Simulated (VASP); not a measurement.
Set up this calculation in VASP 6.6.1, as the native input.

```
Task                   : relaxation of cell and atoms
Functional             : PBE
Potentials or basis    : VASP PAW PBE potentials, release 64 (Ni, Ir)
Cutoff                 : 600 eV
k mesh                 : 14 × 14 × 14
Occupations            : gaussian, width 0.1 eV
Spin                   : no spin polarisation
Dipole correction      : no
Further INCAR settings : ALGO = Fast; EDIFF = 1e-06; IBRION = 2; EDIFFG = -0.01; NSW = 100; ISIF = 3
```

The structure of Ni2Ir lies in POSCAR:

```
Ni2Ir
1.0
    0.0000000000      2.8158584933      2.8158584933
    2.8158584933      0.0000000000      2.8158584933
    2.8158584933      2.8158584933      0.0000000000
Ni Ir
2 1
Direct
    0.2500000000      0.2500000000      0.2500000000
    0.7500000000      0.7500000000      0.7500000000
    0.0000000000      0.0000000000      0.0000000000
```

These files were run (other wordings do the same):

INCAR

```
PREC     = Accurate       # precision mode
ENCUT    = 600            # plane-wave cutoff, eV
EDIFF    = 1E-6           # SCF threshold, eV
ISMEAR   = 0              # smearing method
SIGMA    = 0.1            # smearing width, eV
LREAL    = F              # projectors in reciprocal space
LASPH    = T              # aspherical terms in the spheres
NELM     = 80             # most SCF steps
ALGO     = Fast           # electronic algorithm
ISIF     = 3              # what is computed and relaxed
LWAVE    = F              # write WAVECAR
LCHARG   = F              # write CHGCAR
GGA      = PE             # functional
IBRION   = 2              # ionic algorithm
NSW      = 100            # ionic steps
EDIFFG   = -0.01          # ionic threshold
```

KPOINTS

```
Automatic mesh
0
Gamma
  14 14 14
```

Potentials or basis: VASP PAW PBE potentials, release 64 (Ni, Ir).

The run is started by

```bash
$ cat potpaw_PBE.64/Ni/POTCAR potpaw_PBE.64/Ir/POTCAR > POTCAR
$ mpirun -np 1 vasp_std > vasp.out
```

Results of the run:

The relaxed volume is 14.91 Å³/atom and the relaxed cell is a = 3.984 Å, b = 3.984 Å, c = 3.984 Å, α = 60.00°, β = 60.00°, γ = 60.00°. The space group after relaxing (to 0.05 Å) is Fm-3m (No. 225), the energy gained by relaxing is 0.0 meV/atom and the ionic steps are 2. The pressure after relaxing is 0.0 GPa.

It took 86 s on 1 thread of AMD EPYC 9R45 96-Core Processor (Zen 5) (shared host), peak memory 0.24 GiB.
